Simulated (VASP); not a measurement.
# Ga2Te3Pd (R-3m) in VASP: notebook, part 2 of 2

VASP 6.6.1. The steps go on from the part before.

## Step 4: Single point, PBE, collinear spin

Input file INCAR:

```
  PREC = Accurate
  ENCUT = 520
  EDIFF = 1E-6
  ISMEAR = 0
  SIGMA = 0.1
  LREAL = False
  LASPH = True
  NELM = 150
  ALGO = Normal
  ISIF = 2
  LWAVE = False
  LCHARG = False
  ISPIN = 2
  MAGMOM = 0 0 0 0 0 1
  LORBIT = 11
  LMAXMIX = 4
  GGA = PE
  NBANDS = 40
```

Input file KPOINTS:

```
Automatic mesh
0
Gamma
  3 3 3
```

Input file POSCAR:

```
Ga2Te3Pd
1.0
    3.0813237500      1.7790031000      4.8613187200
   -3.0813237500      1.7790031000      4.8613187200
    0.0000000000     -3.5580062000      4.8613187200
Ga Te Pd
2 3 1
Direct
    0.6234802600      0.6234802600      0.6234802600
    0.3765197400      0.3765197400      0.3765197400
    0.0000000000      0.5000000000      0.0000000000
    0.5000000000      0.0000000000      0.0000000000
    0.0000000000      0.0000000000      0.5000000000
    0.0000000000      0.0000000000      0.0000000000
```

Potentials or basis: VASP PAW PBE potentials, release 64 (Ga_d, Te, Pd).

The run is started by

```sh
> cat potpaw_PBE.64/Ga_d/POTCAR potpaw_PBE.64/Te/POTCAR potpaw_PBE.64/Pd/POTCAR > POTCAR
> mpirun -np 1 vasp_std > vasp.out
```

OUTCAR:

```text
PREC = Accurate
   ENCUT = 520
   EDIFF = 1E-6
   ISMEAR = 0
   LREAL = False
   LASPH = True
   NELM = 150
   ISIF = 2
   ISPIN = 2
   LORBIT = 11
   GGA = PE

 ion  position               nearest neighbor table
   1  0.623  0.623  0.623-
   2  0.377  0.377  0.377-
   3  0.000  0.500  0.000-   6 3.01   6 3.01   4 3.08   4 3.08   5 3.08   5 3.08
   4  0.500  0.000  0.000-   6 3.01   6 3.01   3 3.08   3 3.08   5 3.08   5 3.08
   5  0.000  0.000  0.500-   6 3.01   6 3.01   4 3.08   3 3.08   3 3.08   4 3.08
   6  0.000  0.000  0.000-   3 3.01   4 3.01   3 3.01   4 3.01   5 3.01   5 3.01

  LATTYP: Found a trigonal (rhomboedric) cell.
 ALAT       =     6.0242698991
 COS(alpha) =     0.4767661671

  Lattice vectors:

 A1 = (   3.0813237500,   1.7790031000,   4.8613187200)
 A2 = (  -3.0813237500,   1.7790031000,   4.8613187200)
 A3 = (   0.0000000000,  -3.5580062000,   4.8613187200)

Analysis of symmetry for initial positions (statically):
=====================================================================
 Subroutine PRICEL returns:
 Original cell was already a primitive cell.

 Routine SETGRP: Setting up the symmetry group for a
 trigonal (rhombohedral) supercell.

 Subroutine GETGRP returns: Found 12 space group operations
 (whereof 12 operations were pure point group operations)
 out of a pool of 12 trial point group operations.

The static configuration has the point symmetry D_3d.

Analysis of symmetry for dynamics (positions and initial velocities):
=====================================================================
 Subroutine PRICEL returns:
 Original cell was already a primitive cell.

 Routine SETGRP: Setting up the symmetry group for a
 trigonal (rhombohedral) supercell.

 Subroutine GETGRP returns: Found 12 space group operations
 (whereof 12 operations were pure point group operations)
 out of a pool of 12 trial point group operations.

The dynamic configuration has the point symmetry D_3d.
[... 159 lines left out ...]

 spin component 1

 k-point     1 :       0.0000    0.0000    0.0000
  band No.  band energies     occupation
      1      -8.9215      1.00000
      2      -8.9106      1.00000
      3      -8.9106      1.00000
      4      -8.9065      1.00000
      5      -8.9065      1.00000
      6      -8.8971      1.00000
[... 241 lines left out ...]
     38      12.1963      0.00000
     39      12.3861      0.00000
 Fermi energy:         6.2443428295

 spin component 2

 k-point     1 :       0.0000    0.0000    0.0000
  band No.  band energies     occupation
      1      -8.9215      1.00000
      2      -8.9106      1.00000
      3      -8.9106      1.00000
      4      -8.9065      1.00000
      5      -8.9065      1.00000
      6      -8.8971      1.00000
[... 241 lines left out ...]
     38      12.1962      0.00000
     39      12.3858      0.00000
 [bands above 39 left out]

------------------------ aborting loop because EDIFF is reached ----------------------------------------

  FORCE on cell =-STRESS in cart. coord.  units (eV):
  Direction    XX          YY          ZZ          XY          YZ          ZX
  --------------------------------------------------------------------------------------
  -------------------------------------------------------------------------------------
  Total        4.5992982      4.5992982     -6.6624553      0.0000000     -0.0000000     -0.0000000
  in kB       46.0874592     46.0874594    -66.7614116      0.0000000     -0.0000000     -0.0000000
  external PRESSURE =       8.4711690 kB  Pullay stress =       0.0000000 kB

 VOLUME and BASIS-vectors are now :
 -----------------------------------------------------------------------------
  energy-cutoff  :      520.00
  volume of cell :      159.89
      direct lattice vectors                 reciprocal lattice vectors
     3.081323750  1.779003100  4.861318720     0.162267921  0.093685428  0.068568500
    -3.081323750  1.779003100  4.861318720    -0.162267921  0.093685428  0.068568500
     0.000000000 -3.558006200  4.861318720     0.000000000 -0.187370856  0.068568500

 POSITION                                       TOTAL-FORCE (eV/Angst)
 -----------------------------------------------------------------------------------
      0.00000      0.00000      9.09281        -0.000000      0.000000      0.170306
      0.00000      0.00000      5.49115        -0.000000     -0.000000     -0.170306
     -1.54066      0.88950      2.43066        -0.000000     -0.000000     -0.000000
      1.54066      0.88950      2.43066        -0.000000     -0.000000     -0.000000
      0.00000     -1.77900      2.43066         0.000000     -0.000000     -0.000000
      0.00000      0.00000      0.00000        -0.000000     -0.000000     -0.000000
 -----------------------------------------------------------------------------------
    total drift:                                0.000000      0.000000     -0.000000

  FREE ENERGIE OF THE ION-ELECTRON SYSTEM (eV)
  ---------------------------------------------------
  free  energy   TOTEN  =       -19.2645184451 eV

  energy  without entropy=      -19.2463458569  energy(sigma->0) =      -19.25543215

 total charge

# of ion       s       p       d       tot
------------------------------------------
    1        1.196   0.232   9.933  11.361
    2        1.196   0.232   9.933  11.361
    3        1.439   1.819   0.056   3.314
    4        1.439   1.819   0.056   3.314
    5        1.439   1.819   0.056   3.314
    6        0.309   0.234   8.629   9.172
--------------------------------------------------
tot          7.017   6.156  28.662  41.835

 magnetization (x)

# of ion       s       p       d       tot
------------------------------------------
    1       -0.000   0.000  -0.000   0.000
    2       -0.000   0.000  -0.000   0.000
    3        0.000  -0.000  -0.000   0.000
    4        0.000  -0.000  -0.000   0.000
    5        0.000  -0.000  -0.000   0.000
    6       -0.000  -0.000   0.000   0.000
--------------------------------------------------
tot          0.000   0.000   0.000   0.000
```

OSZICAR:

```text
N       E                     dE             d eps       ncg     rms          rms(c)
DAV:   1     0.436585060204E+03    0.43659E+03   -0.22543E+04  1088   0.160E+03
DAV:   2     0.409592096088E+02   -0.39563E+03   -0.37374E+03  1048   0.496E+02
DAV:   3    -0.164917564754E+02   -0.57451E+02   -0.55908E+02  1128   0.126E+02
DAV:   4    -0.192207464172E+02   -0.27290E+01   -0.27222E+01  1144   0.296E+01
DAV:   5    -0.193254350708E+02   -0.10469E+00   -0.10466E+00  1320   0.530E+00    0.150E+01
DAV:   6    -0.192935318678E+02    0.31903E-01   -0.42115E-01  1176   0.392E+00    0.953E+00
DAV:   7    -0.193476657750E+02   -0.54134E-01   -0.81244E-01  1128   0.452E+00    0.444E+00
DAV:   8    -0.192603953874E+02    0.87270E-01   -0.36143E-01  1080   0.340E+00    0.499E-01
DAV:   9    -0.192645632003E+02   -0.41678E-02   -0.35718E-02  1112   0.857E-01    0.478E-01
DAV:  10    -0.192646202198E+02   -0.57020E-04   -0.16569E-03  1224   0.207E-01    0.233E-01
DAV:  11    -0.192645319554E+02    0.88264E-04   -0.32755E-04  1216   0.719E-02    0.960E-02
DAV:  12    -0.192645176179E+02    0.14338E-04   -0.12757E-04  1096   0.681E-02    0.459E-02
DAV:  13    -0.192645184451E+02   -0.82726E-06   -0.73389E-06  1120   0.138E-02
   1 F= -.19264518E+02 E0= -.19255432E+02  d E =-.181726E-01  mag=    -0.0001
```

It took 51 s on 1 thread of Intel Xeon 6975P-C (Granite Rapids), shared host; peak memory 0.42 GiB.

What came out:

* Free energy: -19.2645 eV
* Pressure: 0.8 GPa
* Largest force: 0.170 eV/Å
* Band gap on the k mesh: zero (filled and empty bands overlap)
* Net moment: 0.00 μB per cell
* Valence electrons inside the program's atomic spheres: Ga 11.36; Te 3.31; Pd 9.17

Forces in eV/Å, atoms in the order of the input:
```
Ga   0.000  0.000  0.170
Ga   0.000  0.000 -0.170
Te   0.000  0.000  0.000
Te   0.000  0.000  0.000
Te   0.000  0.000  0.000
Pd   0.000  0.000  0.000
```

Caveat: the k points lie up to 0.42 Å⁻¹ apart, too coarse for converged energies and pressures of a metal; spin-orbit coupling is left out, which moves the levels of the heavy elements.

## Step 5: Relaxation of cell and atoms, PBE

Input file INCAR:

```
SYSTEM = Ga2Te3Pd
ALGO = Normal
EDIFF = 1E-6
EDIFFG = -0.01
ENCUT = 600
GGA = PE
IBRION = 2
ISIF = 3
ISMEAR = 0
LASPH = .True.
LCHARG = .False.
LREAL = .False.
LWAVE = .False.
NELM = 60
NSW = 100
PREC = Accurate
SIGMA = 0.1
```

Input file KPOINTS:

```
k-points
0
Gamma
  6 6 6
  0 0 0
```

POSCAR is that of step 4.

The run is started by

```sh
> cat potpaw_PBE.64/Ga_d/POTCAR potpaw_PBE.64/Te/POTCAR potpaw_PBE.64/Pd/POTCAR > POTCAR
> mpirun -np 1 vasp_std > vasp.out
```

Wall time 22 min (1 thread of Intel Xeon 6975P-C (Granite Rapids), shared host); peak memory 0.5 GiB.

The run converged. Its results:

* Free energy: -20.7152 eV
* Relaxed volume: 27.51 Å³/atom
* Relaxed cell: a = 5.487 Å, b = 5.487 Å, c = 5.487 Å, α = 88.35°, β = 88.35°, γ = 88.35°
* Space group after relaxing (to 0.1 Å): R-3m (No. 166)
* Energy gained by relaxing: 188.8 meV/atom
* Ionic steps: 23
* Pressure after relaxing: 0.0 GPa
* Largest force after relaxing: 0.006 eV/Å
* Band gap on the k mesh: zero (bands 27 and 28 overlap by 1.91 eV)

Forces in eV/Å, atoms in the order of the input:
```
Ga   0.000  0.000 -0.006
Ga   0.000  0.000  0.006
Te   0.000  0.000  0.000
Te   0.000  0.000  0.000
Te   0.000  0.000  0.000
Pd   0.000  0.000  0.000
```

The path:
```tsv
step	energy change (eV)	largest force (eV/Å)	pressure (GPa)	volume (Å³)
1	0.0000	0.1202	0.41	159.89
2	-0.3238	0.1197	-0.32	161.22
3	-0.8101	0.0125	-0.88	162.41
4	-0.9281	1.1727	2.61	155.07
5	-0.9136	0.2508	-0.08	160.29
6	-0.9823	0.5100	0.54	158.59
7	-0.9985	0.7857	1.36	156.98
8	-1.0698	0.3603	-1.86	169.75
9	-1.0806	0.4467	-1.11	166.06
10	-1.1249	0.1071	0.56	162.81
11	-1.1267	0.0161	0.19	163.37
12	-1.1267	0.0257	0.27	163.31
13	-1.1306	0.0397	-0.08	164.95
14	-1.1309	0.0465	-0.17	165.49
15	-1.1322	0.0499	0.12	164.82
16	-1.1323	0.0489	0.05	164.98
17	-1.1326	0.0046	-0.08	165.35
18	-1.1326	0.0150	0.00	165.27
19	-1.1326	0.0108	-0.07	165.29
20	-1.1326	0.0133	-0.05	165.28
21	-1.1326	0.0142	-0.05	165.27
22	-1.1326	0.0033	0.04	164.96
23	-1.1326	0.0062	0.01	165.04
```

Final structure:
```
Ga Te Pd
1.0
     3.82401    2.20779    3.25807
    -3.82401    2.20779    3.25807
     0.00000   -4.41558    3.25807
Ga Te Pd
2 3 1
Cartesian
  0.0000 0.0000 6.2820
  0.0000 0.0000 3.4923
  -1.9120 1.1039 1.6290
  1.9120 1.1039 1.6290
  0.0000 -2.2078 1.6290
  0.0000 0.0000 0.0000
```

Levels at points of the mesh, in eV from the Fermi level:
```
           k point  band 23  band 24  band 25  band 26  band 27  band 28  band 29  band 30  band 31  band 32
(0.00, 0.00, 0.00)    -1.88    -1.88    -1.69    -0.54    -0.19    -0.19     1.14     1.89     1.99     1.99
(0.50, 0.00, 0.00)    -2.23    -1.04    -1.02    -0.70    -0.69    -0.34    -0.13     2.16     2.62     2.67
(0.50, 0.50, 0.00)    -1.60    -1.37    -1.26    -0.93    -0.84     0.32     2.68     2.73     2.92     3.07
(0.50, 0.50, 0.50)    -1.91     0.05     0.05     0.77     1.53     2.10     2.82     2.82     3.86     3.86
```

Caveat: spin-orbit coupling is left out, which moves the levels of the heavy elements.

## Step 6: Summary

| task | spin | cell | k mesh | cutoff (eV) | gap on the mesh (eV) | pressure (GPa) | largest force (eV/Å) |
| --- | --- | --- | --- | --- | --- | --- | --- |
| single point | off | a = 6.024 Å, angles 61.5°, 6 atoms, atomic positions A | 3 × 3 × 3 | 520 | none | 0.8 | 0.17 |
| single point | off | a = 5.493 Å, angles 88.5°, 6 atoms, atomic positions B | 6 × 6 × 6 | 520 | none | 0.0 | - |
| single point | collinear | a = 6.024 Å, angles 61.5°, 6 atoms, atomic positions A | 3 × 3 × 3 | 520 | none | 0.8 | 0.17 |
| relaxation of cell and atoms | off | relaxed from a = 6.024 Å, angles 61.5°, 6 atoms, atomic positions A | 6 × 6 × 6 | 600 | none | 0.0 | 0.01 |

Alike in all rows: level PBE; potentials or basis VASP PAW PBE potentials, release 64 (Ga_d, Te, Pd); smearing gaussian 0.1 eV.

Caveats: some runs use coarse meshes; spin-orbit coupling is left out, which moves the levels of the heavy elements.

Absolute energies hang on the potentials; compare differences alone.
